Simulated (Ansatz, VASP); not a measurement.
ScBr2: VASP beside Ansatz

File INCAR:

```
ALGO = Normal ; DIPOL = 0.5 0.5 0.500
EDIFF = 1E-7 ; ENCUT = 520
GGA = PE ; IDIPOL = 3
ISIF = 2 ; ISMEAR = 0
LASPH = T ; LCHARG = F
LDIPOL = T ; LREAL = F
LWAVE = F ; NBANDS = 34
NELM = 80 ; PREC = Accurate
SIGMA = 0.1
```

The input KPOINTS:

```
k-points
0
Gamma
  4 2 1
```

The input POSCAR:

```
ScBr2
1.0
    4.3791635000      0.0000000000      0.0000000000
    0.0000000000      7.5432520600      0.0000000000
    0.0000000000      0.0000000000     19.0000000000
Sc Br
2 4
Direct
    0.0000000000      0.0000000000      0.5000000000
    0.0000000000      0.5000000000      0.5000000000
    0.0000000000      0.7500000000      0.3883821800
    0.5000000000      0.7500000000      0.5701659000
    0.0000000000      0.2500000000      0.6116178200
    0.5000000000      0.2500000000      0.4298341000
```

Input for Ansatz:

```yaml
crystal:
  lattice:
    - [4.3791635, 0.0, 0.0]
    - [0.0, 7.54325206, 0.0]
    - [0.0, 0.0, 19.0]
  atoms:
    - { symbol: Sc, position: [0.0, 0.0, 0.5] }
    - { symbol: Sc, position: [0.0, 0.5, 0.5] }
    - { symbol: Br, position: [0.0, 0.75, 0.38838218] }
    - { symbol: Br, position: [0.5, 0.75, 0.5701659] }
    - { symbol: Br, position: [0.0, 0.25, 0.61161782] }
    - { symbol: Br, position: [0.5, 0.25, 0.4298341] }
  periodic: [true, true, false]
basis:
  ecutwfc: 420
kpoints:
  mp_grid: { grid: [4, 2, 1] }
hamiltonian:
  xc: pbe
scf:
  occupations: { method: gaussian, width: 0.1 }
  lower_state_search: "off"
output:
  forces: true
  stress: true
  eigenvalues: true
```

Change from the starting cell: species swapped into a sheet of the MgCl2 type.

Alike in both runs: task single point; functional PBE; k mesh 4 × 2 × 1; occupations gaussian, width 0.1 eV; no spin polarisation.

|  | VASP | Ansatz |
| --- | --- | --- |
| version | VASP 6.6.1 | Ansatz 0.2.0 |
| potentials or method | VASP PAW PBE potentials, release 64 (Sc_sv, Br), cutoff 520 eV | scalar-relativistic, plane waves, PAW |
| valence electrons in the cell | 50 | 50 |

|  | VASP | Ansatz | Ansatz less VASP |
| --- | --- | --- | --- |
| gap on the k mesh at the Fermi level (eV) | none | none | - |
| rms of the force components (eV/Å) | 0.444 | 0.448 | +0.0041 |

Atom by atom the forces differ by 0.004 eV/Å (rms over components). A gap of «none» marks a metal or a gap that the smearing closes. Ansatz's warnings: slab cell height set.

The k mesh is coarse, so the values compare programs but aren't converged.
